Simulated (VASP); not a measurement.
# ZrC in VASP: notebook, part 2 of 2

VASP 6.6.1. The steps go on from the part before.

## (5) Relaxation of cell and atoms, PBE

This run uses another cell than the first one, of 16.48 Å³/atom.

INCAR

```
PREC     = Accurate       # precision mode
ENCUT    = 600            # plane-wave cutoff, eV
EDIFF    = 1E-6           # SCF threshold, eV
ISMEAR   = 0              # smearing method
SIGMA    = 0.02           # smearing width, eV
LREAL    = F              # projectors in reciprocal space
LASPH    = T              # aspherical terms in the spheres
NELM     = 100            # most SCF steps
ALGO     = Normal         # electronic algorithm
ISIF     = 3              # what is computed and relaxed
LWAVE    = F              # write WAVECAR
LCHARG   = F              # write CHGCAR
GGA      = PE             # functional
IBRION   = 2              # ionic algorithm
NSW      = 100            # ionic steps
EDIFFG   = -0.01          # ionic threshold
```

KPOINTS

```
Automatic mesh
0
Gamma
  12 12 12
```

POSCAR

```
ZrC
1.0
    0.0000000000      2.5446255152      2.5446255152
    2.5446255152      0.0000000000      2.5446255152
    2.5446255152      2.5446255152      0.0000000000
Zr C
1 1
Direct
    0.5000000000      0.5000000000      0.5000000000
    0.2500000000      0.2500000000      0.2500000000
```

Potentials or basis: VASP PAW PBE potentials, release 64 (Zr_sv, C).

On the command line:

```sh
$ cat potpaw_PBE.64/Zr_sv/POTCAR potpaw_PBE.64/C/POTCAR > POTCAR
$ mpirun -np 1 vasp_std > vasp.out
```

OUTCAR:

```text
PREC = Accurate
   ENCUT = 600
   EDIFF = 1E-6
   ISMEAR = 0
   LREAL = F
   LASPH = T
   NELM = 100
   ISIF = 3
   GGA = PE
   IBRION = 2
   NSW = 100
   EDIFFG = -0.01

 ion  position               nearest neighbor table
   1  0.500  0.500  0.500-   2 2.20   2 2.20   2 2.20   2 2.20
   2  0.250  0.250  0.250-   1 2.20   1 2.20   1 2.20   1 2.20

  LATTYP: Found a face centered cubic cell.
 ALAT       =     5.0892510304

  Lattice vectors:

 A1 = (   0.0000000000,   2.5446255152,   2.5446255152)
 A2 = (   2.5446255152,   0.0000000000,   2.5446255152)
 A3 = (   2.5446255152,   2.5446255152,   0.0000000000)

Analysis of symmetry for initial positions (statically):
=====================================================================
[... 266 lines left out ...]
      2     -19.3390      2.00000
      3     -19.3390      2.00000
      4     -19.3390      2.00000
      5      -3.2929      2.00000
      6       4.2758      2.00000
      7       4.2758      2.00000
      8       4.2758      2.00000
      9       9.6116      0.00000
     10       9.6116      0.00000
     11       9.9010      0.00000
     12      14.9387      0.00000
[... 331 lines left out ...]
 k-point    24 :      -0.4167    0.1667    0.0000
  band No.  band energies     occupation
      1     -41.3880      2.00000
      2     -19.7285      2.00000
      3     -19.4744      2.00000
      4     -19.4140      2.00000
      5      -1.9013      2.00000
      6       4.2919      2.00000
      7       4.7229      2.00000
      8       5.1931      2.00000
      9       9.1183      0.00000
     10       9.8104      0.00000
     11      10.6500      0.00000
     12      13.3591      0.00000

 [... further k-points ...]

------------------------ aborting loop because EDIFF is reached ----------------------------------------

  FORCE on cell =-STRESS in cart. coord.  units (eV):
  Direction    XX          YY          ZZ          XY          YZ          ZX
  --------------------------------------------------------------------------------------
  -------------------------------------------------------------------------------------
  Total        0.0003160      0.0003160      0.0003160      0.0000000     -0.0000000     -0.0000000
  in kB        0.0153441      0.0153441      0.0153441      0.0000000     -0.0000000     -0.0000000
  external PRESSURE =       0.0153441 kB  Pullay stress =       0.0000000 kB
[... 17 lines left out ...]
  FREE ENERGIE OF THE ION-ELECTRON SYSTEM (eV)
  ---------------------------------------------------
  free  energy   TOTEN  =       -18.2312082588 eV

  energy  without entropy=      -18.2312082588  energy(sigma->0) =      -18.23120826

 reached required accuracy - stopping structural energy minimisation
```

OSZICAR:

```text
N       E                     dE             d eps       ncg     rms          rms(c)
DAV:   1     0.126918989735E+03    0.12692E+03   -0.92811E+03  1728   0.143E+03
DAV:   2    -0.129244127172E+02   -0.13984E+03   -0.13110E+03  1968   0.349E+02
DAV:   3    -0.226354582322E+02   -0.97110E+01   -0.95969E+01  3192   0.811E+01
[... 21 lines left out ...]
DAV:   2    -0.182312381382E+02    0.23568E-03   -0.60896E-04  1856   0.303E-01    0.552E-02
DAV:   3    -0.182311927712E+02    0.45367E-04   -0.27584E-04  2460   0.136E-01    0.270E-02
DAV:   4    -0.182312003295E+02   -0.75582E-05   -0.73912E-06  2096   0.301E-02    0.139E-02
DAV:   5    -0.182312080747E+02   -0.77452E-05   -0.13453E-05  2172   0.192E-02    0.311E-03
DAV:   6    -0.182312082588E+02   -0.18415E-06   -0.45713E-07   968   0.547E-03
   3 F= -.18231208E+02 E0= -.18231208E+02  d E =-.226873E-04
```

CONTCAR:

```text
ZrC
   1.00000000000000
     0.0000000000000000    2.5456508092364958    2.5456508092364958
     2.5456508092364958   -0.0000000000000000    2.5456508092364958
     2.5456508092364958    2.5456508092364958    0.0000000000000000
  Zr              C
     1     1
Direct
     0.5000000000000000    0.5000000000000000    0.5000000000000000
     0.2500000000000000    0.2500000000000000    0.2500000000000000

  0.00000000E+00  0.00000000E+00  0.00000000E+00
  0.00000000E+00  0.00000000E+00  0.00000000E+00
```

Wall time 38 s (1 thread of AMD EPYC 9R45 (Zen 5), shared host); peak memory 0.17 GiB.

Results:

| Property | Result |
| --- | --- |
| Free energy | -18.2312 eV |
| Relaxed volume | 16.50 Å³/atom |
| Relaxed cell | a = 3.600 Å, b = 3.600 Å, c = 3.600 Å, α = 60.00°, β = 60.00°, γ = 60.00° |
| Space group after relaxing (to 0.1 Å) | F-43m (No. 216) |
| Energy gained by relaxing | 0.0 meV/atom |
| Ionic steps | 3 |
| Pressure after relaxing | 0.0 GPa |
| Band gap on the k mesh | 0.49 eV (least direct gap 0.57 eV) |

Final structure:
```
CELL_PARAMETERS angstrom
0.00000 2.54565 2.54565
2.54565 0.00000 2.54565
2.54565 2.54565 0.00000
ATOMIC_POSITIONS crystal
Zr 0.50000 0.50000 0.50000
C 0.25000 0.25000 0.25000
```

## (6) Summary

```tsv
task	cell	k mesh	cutoff (eV)	smearing	gap on the mesh (eV)	pressure (GPa)	relaxed volume (Å³/atom)	largest force (eV/Å)
relaxation of cell and atoms	relaxed from a = 3.652 Å, angles 59.7°, 2 atoms, atomic positions A	6 × 6 × 6	600	gaussian 0.1 eV	0.54	0.0	16.47	0.04
single point	a = 3.571, b = 6.272, c = 6.286 Å, angles 110.8, 90.0, 90.0°, 8 atoms, atomic positions B	4 × 2 × 2	520	gaussian 0.1 eV	0.48	0.1	-	0.01
relaxation of cell and atoms	relaxed from a = 3.599 Å, angles 60.0°, 2 atoms, atomic positions C	12 × 12 × 12	600	gaussian 0.02 eV	0.49	0.0	16.50	-
```

Alike in all rows: level PBE; potentials or basis VASP PAW PBE potentials, release 64 (Zr_sv, C); no spin polarisation.

Caveats: some runs use coarse meshes.

Total energies depend on the potentials used, so only differences within one code and one set of settings carry meaning.
